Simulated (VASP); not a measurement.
# CdSe: single point with BHLYP

CdSe:

```xyz
2
Lattice="0.0000 3.0703 3.0703 3.0703 0.0000 3.0703 3.0703 3.0703 0.0000" Properties=species:S:1:pos:R:3 pbc="T T T"
Cd    0.0000    0.0000    0.0000
Se    1.5351    1.5351    1.5351
```

```yaml
Program: VASP 6.6.1
Task: single point
Functional: BHLYP
Potentials_or_basis: VASP PAW PBE potentials, release 64 (Cd, Se)
Cutoff: 520 eV
k_mesh: 4 × 4 × 4
Occupations: fermi-dirac, width 0.05 eV
Spin: no spin polarisation
```

```json
{"Pressure": "1.4 GPa", "Band gap on the k mesh": "3.88 eV"}
```

Levels at points of the mesh, in eV from the valence-band top:
| k point | band 6 | band 7 | band 8 | band 9 | band 10 | band 11 | band 12 | band 13 |
| --- | --- | --- | --- | --- | --- | --- | --- | --- |
| (0.00, 0.00, 0.00) | -10.03 | 0.00 | 0.00 | 0.00 | 3.88 | 9.57 | 9.57 | 9.57 |
| (0.50, 0.00, 0.00) | -9.68 | -4.81 | -0.81 | -0.81 | 5.82 | 10.04 | 10.04 | 11.04 |
| (0.50, 0.50, 0.00) | -9.58 | -4.50 | -2.01 | -2.01 | 6.37 | 7.23 | 12.95 | 14.27 |

Run time: 12 min on 1 thread of Intel(R) Xeon(R) Platinum 8375C CPU @ 2.90GHz (Ice Lake) (shared host), peak memory 0.19 GiB.

Caveat: the k points lie up to 0.44 Å⁻¹ apart; the PAW data sets were made with another functional, which shifts forces and pressure a little.
